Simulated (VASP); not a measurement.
# Si2C (P-3m1) in VASP: further runs

Si2C is run at these levels: PBE, r2SCAN; tasks: single point, relaxation of cell and atoms.

Program: VASP 6.6.1. These are calculated values, not measurements. Logs are shortened: lines on timing, memory, paths and dates and some standing lists are left out, and cuts for length are marked.

### Step 1. The cell of the first run

It takes space group P-3m1 (No. 164, trigonal). Conventional cell: a = 3.232 Å, b = 3.232 Å, c = 8.563 Å, α = 90.00°, β = 90.00°, γ = 120.00°. C (site symmetry 3m) has 4 Si at 1.90 to 1.96 Å within 2.5 Å. Si (site symmetry 3m) has 3 C at 1.96 Å and 1 Si at 2.37 Å within 2.6 Å. Si (site symmetry 3m) has 1 C at 1.90 Å and 3 Si at 2.23 Å within 2.5 Å.

### Step 2. Single point, PBE

Input file INCAR:

```
SYSTEM = Si2C
ALGO = Normal
EDIFF = 1E-7
ENCUT = 520
GGA = PE
ISIF = 2
ISMEAR = -1
LASPH = .TRUE.
LCHARG = .FALSE.
LREAL = .FALSE.
LWAVE = .FALSE.
NBANDS = 21
NELM = 80
PREC = Accurate
SIGMA = 0.02
```

Input file KPOINTS:

```
k-points
0
G
  12 12 4
  0 0 0
```

Input file POSCAR:

```
Si2C
1.0
    3.2323115078      0.0000000000      0.0000000000
   -1.6161557539      2.7992638787      0.0000000000
    0.0000000000      0.0000000000      8.5631787368
C Si
2 4
Direct
    0.3333333333      0.6666666667      0.7077814570
    0.6666666667      0.3333333333      0.2922185430
    0.0000000000      0.0000000000      0.3616305315
    0.6666666667      0.3333333333      0.0708569070
    0.0000000000      0.0000000000      0.6383694685
    0.3333333333      0.6666666667      0.9291430930
```

Potentials or basis: VASP PAW PBE potentials, release 64 (C, Si).

On the command line:

```sh
cat potpaw_PBE.64/C/POTCAR potpaw_PBE.64/Si/POTCAR > POTCAR
mpirun -np 1 vasp_std > vasp.out
```

OUTCAR:

```text
SYSTEM = Si2C
   EDIFF = 1E-7
   ENCUT = 520
   GGA = PE
   ISIF = 2
   ISMEAR = -1
   LASPH = .TRUE.
   LREAL = .FALSE.
   NELM = 80
   PREC = Accurate

 ion  position               nearest neighbor table
   1  0.333  0.667  0.708-   6 1.90   5 1.96   5 1.96   5 1.96
   2  0.667  0.333  0.292-   4 1.90   3 1.96   3 1.96   3 1.96
   3  0.000  0.000  0.362-   2 1.96   2 1.96   2 1.96   5 2.37   4 3.11   4 3.11   4 3.11
   4  0.667  0.333  0.071-   2 1.90   6 2.23   6 2.23   6 2.23   3 3.11   3 3.11   3 3.11
   5  0.000  0.000  0.638-   1 1.96   1 1.96   1 1.96   3 2.37   6 3.11   6 3.11   6 3.11
   6  0.333  0.667  0.929-   1 1.90   4 2.23   4 2.23   4 2.23   5 3.11   5 3.11   5 3.11

  LATTYP: Found a hexagonal cell.
 ALAT       =     3.2323115078
 C/A-ratio  =     2.6492430312

  Lattice vectors:

 A1 = (   3.2323115078,   0.0000000000,   0.0000000000)
 A2 = (  -1.6161557539,   2.7992638787,   0.0000000000)
 A3 = (   0.0000000000,   0.0000000000,   8.5631787368)

Analysis of symmetry for initial positions (statically):
=====================================================================
 Subroutine PRICEL returns:
 Original cell was already a primitive cell.

 Routine SETGRP: Setting up the symmetry group for a
 hexagonal supercell.

 Subroutine GETGRP returns: Found 12 space group operations
 (whereof 12 operations were pure point group operations)
 out of a pool of 24 trial point group operations.

The static configuration has the point symmetry D_3d.

Analysis of symmetry for dynamics (positions and initial velocities):
=====================================================================
 Subroutine PRICEL returns:
 Original cell was already a primitive cell.

 Routine SETGRP: Setting up the symmetry group for a
 hexagonal supercell.

 Subroutine GETGRP returns: Found 12 space group operations
 (whereof 12 operations were pure point group operations)
 out of a pool of 24 trial point group operations.

The dynamic configuration has the point symmetry D_3d.

 Subroutine INISYM returns: Found 12 space group operations
 (whereof 12 operations are pure point group operations),
 and found     1 'primitive' translations

----------------------------------------------------------------------------------------

                                     Primitive cell

  volume of cell :      77.4804

  direct lattice vectors                    reciprocal lattice vectors
     3.232311508  0.000000000  0.000000000     0.309376122  0.178618387  0.000000000
    -1.616155754  2.799263879  0.000000000     0.000000000  0.357236775  0.000000000
     0.000000000  0.000000000  8.563178737     0.000000000  0.000000000  0.116779064

  length of vectors
     3.232311508  3.232311508  8.563178737     0.357236775  0.357236775  0.116779064

  position of ions in fractional coordinates (direct lattice)
     0.333333333  0.666666667  0.707781457
     0.666666667  0.333333333  0.292218543
     0.000000000  0.000000000  0.361630531
     0.666666667  0.333333333  0.070856907
     0.000000000  0.000000000  0.638369469
     0.333333333  0.666666667  0.929143093

  ion indices of the primitive-cell ions
   primitive index   ion index
                 1           1
                 2           2
                 3           3
                 4           4
                 5           5
                 6           6

----------------------------------------------------------------------------------------

 KPOINTS: k-points

Automatic generation of k-mesh.
 Grid dimensions read from file:
 generate k-points for:   12   12    4

 Generating k-lattice:

  Cartesian coordinates                     Fractional coordinates (reciprocal lattice)
     0.025781344  0.014884866  0.000000000     0.083333333  0.000000000  0.000000000
     0.000000000  0.029769731  0.000000000     0.000000000  0.083333333  0.000000000
     0.000000000  0.000000000  0.029194766     0.000000000  0.000000000  0.250000000

  Length of vectors
     0.029769731  0.029769731  0.029194766

  Shift w.r.t. Gamma in fractional coordinates (k-lattice)
     0.000000000  0.000000000  0.000000000

 Subroutine IBZKPT returns following result:
 ===========================================

 Found     69 irreducible k-points:

 Following reciprocal coordinates:
            Coordinates               Weight
  0.000000  0.000000  0.000000      1.000000
  0.083333 -0.000000  0.000000      6.000000
  0.166667  0.000000  0.000000      6.000000
  0.250000  0.000000  0.000000      6.000000
  0.333333  0.000000  0.000000      6.000000
  0.416667  0.000000  0.000000      6.000000
[... 16 lines left out ...]
  0.166667  0.000000  0.250000      6.000000
  0.000000  0.166667  0.250000      6.000000
 [... further k-points ...]
   k-points           NKPTS =     69   k-points in BZ     NKDIM =     69   number of bands    NBANDS=     21
   number of dos      NEDOS =    301   number of ions     NIONS =      6
   total plane-waves  NPLWV =  36864
   dimension x,y,z NGX =    24 NGY =   24 NGZ =   64
   dimension x,y,z NGXF=    48 NGYF=   48 NGZF=  128
   ions per type =               2   4
   NGX,Y,Z   is equivalent  to a cutoff of  12.34, 12.34, 12.42 a.u.
   NGXF,Y,Z  is equivalent  to a cutoff of  24.69, 24.69, 24.85 a.u.
 SYSTEM =  Si2C
   PREC   = accura    normal or accurate (medium, high low for compatibility)
   ISTART =      0    job   : 0-new  1-cont  2-samecut
   ICHARG =      2    charge: 1-file 2-atom 10-const
   ISPIN  =      1    spin polarized calculation?
   LNONCOLLINEAR =      F non collinear calculations
   LSORBIT =      F    spin-orbit coupling
   LASPH  =      T    aspherical Exc in radial PAW
   ENCUT  =  520.0 eV  38.22 Ry    6.18 a.u.   6.01  6.01 15.92*2*pi/ulx,y,z
   NELM   =     80;   NELMIN=  2; NELMDL= -5     # of ELM steps
   EDIFF  = 0.1E-06   stopping-criterion for ELM
   LREAL  =      F    real-space projection
   EDIFFG = 0.1E-05   stopping-criterion for IOM
   NSW    =      0    number of steps for IOM
   IBRION =     -1    ionic relax: 0-MD 1-quasi-New 2-CG
   NFREE  =      0    steps in history (QN), initial steepest desc. (CG)
   ISIF   =      2    stress and relaxation
   ISYM   =      2    0-nonsym 1-usesym 2-fastsym
   POTIM  = 0.5000    time-step for ionic-motion
   TEBEG  =    0.0;   TEEND  =   0.0 temperature during run
   PSTRESS=    0.0 pullay stress
   NELECT =      24.0000    total number of electrons
   NUPDOWN=      -1.0000    fix difference up-down
   EMIN   =  10.00;   EMAX   =-10.00  energy-range for DOS
   EFERMI =   0.00;   METHOD = LEGACY
   ISMEAR =    -1;   SIGMA  =   0.02  broadening in eV -4-tet -1-fermi 0-gaus
   EFERMI_NEDOS =   21; number of points for ismear=-14 and -15
   IALGO  =     38    algorithm
   IMIX   =      4    mixing-type and parameters
     AMIX     =   0.40;   BMIX     =  1.00
     AMIX_MAG =   1.60;   BMIX_MAG =  1.00
  volume/ion in A,a.u.               =      12.91        87.14
  Fermi-wavevector in a.u.,A,eV,Ry     =   1.107681  2.093213 16.693755  1.226956
  Thomas-Fermi vector in A             =   2.244198
   LORBIT       =      0    0 simple, 1 ext, 2 COOP (PROOUT), +10 PAW based schemes
   GGA     = PE    functional components
   LHFCALC =     F    Hartree Fock is set to
   AEXX    =    0.0000 exact exchange contribution
   IVDW    =     0    specifies the selected vdW correction
   LEPSILON=     F    determine dielectric tensor
   LRPA    =     F    only Hartree local field effects (RPA)
 non-spin polarized calculation
  energy-cutoff  :      520.00
  volume of cell :       77.48
 maximum number of plane-waves:      2136
   NGX = 13   NGY = 13   NGZ = 31

 number of electron      24.0000000 magnetization

 Free energy of the ion-electron system (eV)
  ---------------------------------------------------
  ext. energy  EPLUGINS =         0.00000000
  ---------------------------------------------------
  free energy    TOTEN  =       -38.64566882 eV

  energy without entropy =      -38.64372874  energy(sigma->0) =      -38.64469878

 E-fermi :   9.1033     XC(G=0): -10.7508

 val. band max:        9.0996968527   @ k =   0.3333   0.1667   0.0000
 cond. band min:       9.1273830702   @ k =   0.3333   0.0833   0.0000
 fundamental gap:      0.0276862175
 Fermi energy:         9.1032647229

 k-point     1 :       0.0000    0.0000    0.0000
  band No.  band energies     occupation
      1      -7.0480      2.00000
      2      -6.2111      2.00000
      3      -3.9764      2.00000
      4       0.7933      2.00000
      5       1.1602      2.00000
      6       6.0189      2.00000
[... 13 lines left out ...]
     20      14.2230      0.00000
     21      14.2230      0.00000

 k-point     2 :       0.0833   -0.0000    0.0000
  band No.  band energies     occupation
      1      -6.9413      2.00000
      2      -6.1130      2.00000
      3      -3.8560      2.00000
      4       0.8620      2.00000
      5       1.2511      2.00000
      6       5.3529      2.00000
[... 13 lines left out ...]
     20      14.1047      0.00000
     21      14.6760      0.00000

 k-point     3 :       0.1667    0.0000    0.0000
  band No.  band energies     occupation
      1      -6.6251      2.00000
      2      -5.8242      2.00000
      3      -3.4966      2.00000
      4       1.0270      2.00000
      5       1.5087      2.00000
      6       4.0141      2.00000
[... 13 lines left out ...]
     20      14.6105      0.00000
     21      14.9722      0.00000
[... 457 lines left out ...]
 k-point    23 :       0.1667    0.0000    0.2500
  band No.  band energies     occupation
      1      -6.5440      2.00000
      2      -5.9857      2.00000
      3      -3.2575      2.00000
      4       0.0286      2.00000
      5       2.6647      2.00000
      6       4.1324      2.00000
[... 13 lines left out ...]
     20      14.8145      0.00000
     21      15.1742      0.00000

 k-point    24 :       0.0000    0.1667    0.2500
  band No.  band energies     occupation
      1      -6.5452      2.00000
      2      -5.9834      2.00000
      3      -3.2619      2.00000
      4       0.0440      2.00000
      5       2.6595      2.00000
      6       3.9545      2.00000
[... 13 lines left out ...]
     20      14.2180      0.00000
     21      14.9824      0.00000

 [... further k-points ...]

------------------------ aborting loop because EDIFF is reached ----------------------------------------

  FORCE on cell =-STRESS in cart. coord.  units (eV):
  Direction    XX          YY          ZZ          XY          YZ          ZX
  --------------------------------------------------------------------------------------
  -------------------------------------------------------------------------------------
  Total        0.8218622      0.8218622      1.3886146      0.0000000      0.0000000      0.0000000
  in kB       16.9948578     16.9948578     28.7144330      0.0000000      0.0000000      0.0000000
  external PRESSURE =      20.9013829 kB  Pullay stress =       0.0000000 kB

 VOLUME and BASIS-vectors are now :
 -----------------------------------------------------------------------------
  energy-cutoff  :      520.00
  volume of cell :       77.48
      direct lattice vectors                 reciprocal lattice vectors
     3.232311508  0.000000000  0.000000000     0.309376122  0.178618387  0.000000000
    -1.616155754  2.799263879  0.000000000     0.000000000  0.357236775  0.000000000
     0.000000000  0.000000000  8.563178737     0.000000000  0.000000000  0.116779064

 POSITION                                       TOTAL-FORCE (eV/Angst)
 -----------------------------------------------------------------------------------
     -0.00000      1.86618      6.06086         0.000000      0.000000     -0.046951
      1.61616      0.93309      2.50232        -0.000000     -0.000000      0.046951
      0.00000      0.00000      3.09671        -0.000000      0.000000     -0.011770
      1.61616      0.93309      0.60676         0.000000      0.000000      0.227869
      0.00000      0.00000      5.46647         0.000000     -0.000000      0.011770
     -0.00000      1.86618      7.95642        -0.000000      0.000000     -0.227869
 -----------------------------------------------------------------------------------
    total drift:                                0.000000      0.000000      0.000000

  FREE ENERGIE OF THE ION-ELECTRON SYSTEM (eV)
  ---------------------------------------------------
  free  energy   TOTEN  =       -38.6456688216 eV

  energy  without entropy=      -38.6437287407  energy(sigma->0) =      -38.64469878
```

Wall time 37 s (1 thread of AMD EPYC 9R45 (Zen 5), shared host); peak memory 0.2 GiB.

What came out:

```yaml
Free_energy: -38.6457 eV
Pressure: 2.1 GPa
Largest_force: 0.228 eV/Å
Band_gap_on_the_k_mesh: zero (bands 12 and 13 overlap by 2.27 eV)
```

Forces on the atoms (eV/Å):
```
C    0.000  0.000 -0.047
C    0.000  0.000  0.047
Si   0.000  0.000 -0.012
Si   0.000  0.000  0.228
Si   0.000  0.000  0.012
Si   0.000  0.000 -0.228
```

Stress tensor (GPa, compression positive):
```
1.70 0.00 0.00
0.00 1.70 0.00
0.00 0.00 2.87
```

(Part 1 of 3 ends here.)

The gap in the log of VASP goes by the Fermi energy; the results here count the filled bands.